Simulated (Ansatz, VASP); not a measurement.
## One calculation of BaTiO3, two programs

INCAR

```
ALGO = Normal
EDIFF = 1E-6
ENCUT = 1340
GGA = PE
GGA_COMPAT = F
ISIF = 2
ISMEAR = 0
LASPH = T
LCHARG = F
LREAL = F
LWAVE = F
NBANDS = 28
NELM = 120
PREC = Accurate
SIGMA = 0.05
```

KPOINTS

```
k-points
0
Gamma
  8 8 6
```

POSCAR

```
BaTiO3
1.0
    4.1049142711      0.0000000000      0.0000000000
    0.0000000000      4.1049142711      0.0000000000
    0.0000000000      0.0000000000      4.0757530286
Ba Ti O
1 1 3
Direct
    0.0000000000      0.0000000000      0.9863187693
    0.5000000000      0.5000000000      0.4690806688
    0.5000000000      0.5000000000      0.0378497747
    0.5000000000      0.0000000000      0.5173753936
    0.0000000000      0.5000000000      0.5173753936
```

Input for Ansatz:

```yaml
crystal:
  lattice:
    - [4.1049142711, 0.0, 0.0]
    - [0.0, 4.1049142711, 0.0]
    - [0.0, 0.0, 4.0757530286]
  atoms:
    - { symbol: Ba, position: [0.0, 0.0, 0.9863187693] }
    - { symbol: Ti, position: [0.5, 0.5, 0.4690806688] }
    - { symbol: O, position: [0.5, 0.5, 0.0378497747] }
    - { symbol: O, position: [0.5, 0.0, 0.5173753936] }
    - { symbol: O, position: [0.0, 0.5, 0.5173753936] }
basis:
  ecutwfc: 420
kpoints:
  mp_grid: { grid: [8, 8, 6] }
hamiltonian:
  xc: pbe
scf:
  occupations: { method: gaussian, width: 0.05 }
output:
  forces: true
  stress: true
  eigenvalues: true
```

Change from the starting cell: strain +0.030 along x and y, -0.030 along z, atoms carried along.

Alike in both runs: task single point; functional PBE; k mesh 8 × 8 × 6; occupations gaussian, width 0.05 eV; no spin polarisation.

|  | VASP | Ansatz |
| --- | --- | --- |
| version | VASP 6.6.1 | Ansatz 0.2.0 |
| potentials or method | VASP PAW PBE potentials, release 64 (Ba_sv, Ti_sv, O_h), cutoff 1340 eV | scalar-relativistic, plane waves, PAW |
| valence electrons in the cell | 40 | 40 |

|  | VASP | Ansatz | Ansatz less VASP |
| --- | --- | --- | --- |
| gap on the k mesh at the Fermi level (eV) | 1.76 | 1.82 | +0.059 |
| least direct gap on the mesh (eV) | 2.22 | 2.25 | +0.037 |
| pressure (GPa) | -2.3 | -3.6 | -1.28 |
| traceless stress, the component that is largest in VASP (GPa) | 6.75 | 6.62 | -0.128 |
| rms of the force components (eV/Å) | 0.309 | 0.283 | -0.0268 |

Atom by atom the forces differ by 0.030 eV/Å (rms over components). The functional is the same, so the differences come from potentials, cutoffs and numerics.

Spin-orbit coupling is off throughout.
